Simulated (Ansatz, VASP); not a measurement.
**One calculation of GaP, two programs**

File INCAR:

```
SYSTEM = GaP
PREC = Accurate ; ENCUT = 520
EDIFF = 1E-7 ; ISMEAR = 0
SIGMA = 0.05 ; LREAL = .FALSE.
LASPH = .TRUE. ; NELM = 80
ALGO = Normal ; ISIF = 2
LWAVE = .FALSE. ; LCHARG = .FALSE.
GGA = CA ; NBANDS = 26
```

Contents of KPOINTS:

```
Automatic mesh
0
G
  9 9 9
  0 0 0
```

The input POSCAR:

```
GaP
1.0
    1.7366601665      1.0026612146      6.9182752167
   -1.7366601665      1.0026612146      6.9182752167
    0.0000000000     -2.0053224293      6.9182752167
Ga P
2 2
Direct
    0.4359784395      0.4359784395      0.4359784395
    0.5640215605      0.5640215605      0.5640215605
    0.0580350955      0.0580350955      0.0580350955
    0.9419649045      0.9419649045      0.9419649045
```

Input for Ansatz:

```yaml
crystal:
  lattice:
    - [1.7366601665, 1.0026612146, 6.9182752167]
    - [-1.7366601665, 1.0026612146, 6.9182752167]
    - [0.0, -2.0053224293, 6.9182752167]
  atoms:
    - { symbol: Ga, position: [0.4359784395, 0.4359784395, 0.4359784395] }
    - { symbol: Ga, position: [0.5640215605, 0.5640215605, 0.5640215605] }
    - { symbol: P, position: [0.0580350955, 0.0580350955, 0.0580350955] }
    - { symbol: P, position: [0.9419649045, 0.9419649045, 0.9419649045] }
basis:
  ecutwfc: 420
kpoints:
  mp_grid: { grid: [9, 9, 9] }
hamiltonian:
  xc: lda
  pseudopotentials: { kind: paw, azcp: { folder: soft_1 } }
scf:
  occupations: { method: gaussian, width: 0.05 }
output:
  forces: true
  stress: true
  eigenvalues: true
```

Alike in both runs: task single point; functional LDA; k mesh 9 × 9 × 9; occupations gaussian, width 0.05 eV; no spin polarisation.

|  | VASP | Ansatz |
| --- | --- | --- |
| version | VASP 6.6.1 | Ansatz 0.2.0 |
| potentials or method | VASP PAW LDA potentials, release 64 (Ga_d, P), cutoff 520 eV | scalar-relativistic, plane waves, PAW |
| valence electrons in the cell | 36 | 36 |

VASP gave:

| Item | Value |
| --- | --- |
| gap on the k mesh at the Fermi level (eV) | none |
| pressure (GPa) | 12.0 |
| traceless stress, the component that is largest in VASP (GPa) | -23.34 |
| rms of the force components (eV/Å) | 0.896 |

Task: Estimate Ansatz's values.

Result: gap on the k mesh at the Fermi level (eV): none; pressure (GPa): 11.9; traceless stress, the component that is largest in VASP (GPa): -23.26; rms of the force components (eV/Å): 0.889.

Ansatz warns that its potentials were made for another functional, while VASP's fit it. LDA's correlation is that of Perdew and Zunger in VASP and of Perdew and Wang (1992) in Ansatz. Atom by atom the forces differ by 0.009 eV/Å (rms over components). A gap of «none» marks a metal or a gap that the smearing closes.
